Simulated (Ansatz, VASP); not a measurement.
## Two plane-wave programs on Mo

The input INCAR:

```
SYSTEM = Mo
PREC = Accurate
ENCUT = 520
EDIFF = 1E-6
ISMEAR = -1
SIGMA = 0.1
LREAL = .FALSE.
LASPH = .TRUE.
NELM = 100
ALGO = Normal
ISIF = 2
LWAVE = .FALSE.
LCHARG = .TRUE.
GGA = PS
LELF = .TRUE.
LVHAR = .TRUE.
NBANDS = 13
```

Contents of KPOINTS:

```
regular mesh
0
G
  14 14 13
  0 0 0
```

The input POSCAR:

```
Mo
1.0
    2.7355104000     -0.0136775520      0.0000000000
   -1.3796003075      2.3758602760      0.0000000000
    0.0000000000      0.0000000000      2.5551807000
Mo
1
Direct
    0.0000000000      0.0000000000      0.5000000000
```

Input for Ansatz:

```yaml
crystal:
  lattice:
    - [2.7355104, -0.013677551999999997, 0.0]
    - [-1.3796003074999998, 2.375860276, 0.0]
    - [0.0, 0.0, 2.5551807]
  atoms:
    - { symbol: Mo, position: [0.0, 0.0, 0.5] }
basis:
  ecutwfc: 520.0
kpoints:
  mp_grid:
    grid: [14, 14, 13]
hamiltonian:
  xc: pbesol
  pseudopotentials:
    kind: paw
scf:
  occupations:
    method: fermi_dirac
output:
  stress: true
```

Alike in both runs: task single point; functional PBEsol; k mesh 14 × 14 × 13; no spin polarisation.

```csv
,VASP,Ansatz
version,VASP 6.6.1,Ansatz 0.2.0
potentials or method,"VASP PAW PBE potentials, release 64 (Mo_sv), cutoff 520 eV","plane waves, PAW"
occupations,"fermi-dirac, width 0.1 eV",fermi-dirac
valence electrons in the cell,14,14
```

VASP gave:

- pressure (GPa): -3.0
- traceless stress, the component that is largest in VASP (GPa): -4.34

Estimate Ansatz's values.

pressure (GPa): -3.5; traceless stress, the component that is largest in VASP (GPa): -4.47.

VASP's potentials were made for PBE, not for PBEsol.
